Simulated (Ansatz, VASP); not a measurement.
**InSe: VASP beside Ansatz**

File INCAR:

```
  PREC = Accurate
  ENCUT = 520
  EDIFF = 1E-7
  ISMEAR = 0
  SIGMA = 0.02
  LREAL = False
  LASPH = True
  NELM = 100
  ALGO = Normal
  ISIF = 2
  LWAVE = False
  LCHARG = False
  LDIPOL = True
  IDIPOL = 3
  DIPOL = 0.5 0.5 0.500
  GGA = PE
  IVDW = 12
  NBANDS = 27
```

The input KPOINTS:

```
Automatic mesh
0
Gamma
  9 9 1
```

File POSCAR:

```
InSe
1.0
    3.8250000000      0.0000000000      0.0000000000
   -1.9125000000      3.3125471695      0.0000000000
    0.0000000000      0.0000000000     36.7199571806
Se In
2 2
Direct
    0.0000000000      0.0000000000      0.4266608704
    0.0000000000      0.0000000000      0.5733113682
    0.6666666667      0.3333333333      0.4619374194
    0.6666666667      0.3333333333      0.5380348774
```

Input for Ansatz:

```yaml
crystal:
  lattice:
    - [3.825, 0.0, 0.0]
    - [-1.9125, 3.3125471695, 0.0]
    - [0.0, 0.0, 36.7199571806]
  atoms:
    - { symbol: Se, position: [0.0, 0.0, 0.4266608704] }
    - { symbol: In, position: [0.6666666667, 0.3333333333, 0.4619374194] }
    - { symbol: In, position: [0.6666666667, 0.3333333333, 0.5380348774] }
    - { symbol: Se, position: [0.0, 0.0, 0.5733113682] }
  periodic: [true, true, false]
basis:
  ecutwfc: 420
kpoints:
  mp_grid: { grid: [9, 9, 1] }
hamiltonian:
  xc: pbe
  pseudopotentials: { kind: paw, azcp: { folder: soft_1 } }
  dispersion: d3bj
scf:
  occupations: { method: gaussian, width: 0.02 }
output:
  forces: true
  stress: true
  eigenvalues: true
```

Alike in both runs: task single point; functional PBE; dispersion D3(BJ); k mesh 9 × 9 × 1; occupations gaussian, width 0.02 eV; no spin polarisation.

```csv
,VASP,Ansatz
version,VASP 6.6.1,Ansatz 0.2.0
potentials or method,"VASP PAW PBE potentials, release 64 (Se, In_d), cutoff 520 eV","scalar-relativistic, plane waves, PAW"
valence electrons in the cell,38,58
```

```csv
,VASP,Ansatz,Ansatz less VASP
gap on the k mesh at the Fermi level (eV),2.26,2.27,+0.010
least direct gap on the mesh (eV),2.30,2.30,+0.005
rms of the force components (eV/Å),0.550,0.539,-0.0107
```

VASP's potentials hold 38 valence electrons a cell and Ansatz's 58, so a difference there can come from the potentials and not from the codes. Ansatz's warnings: structure snapped to symmetry.
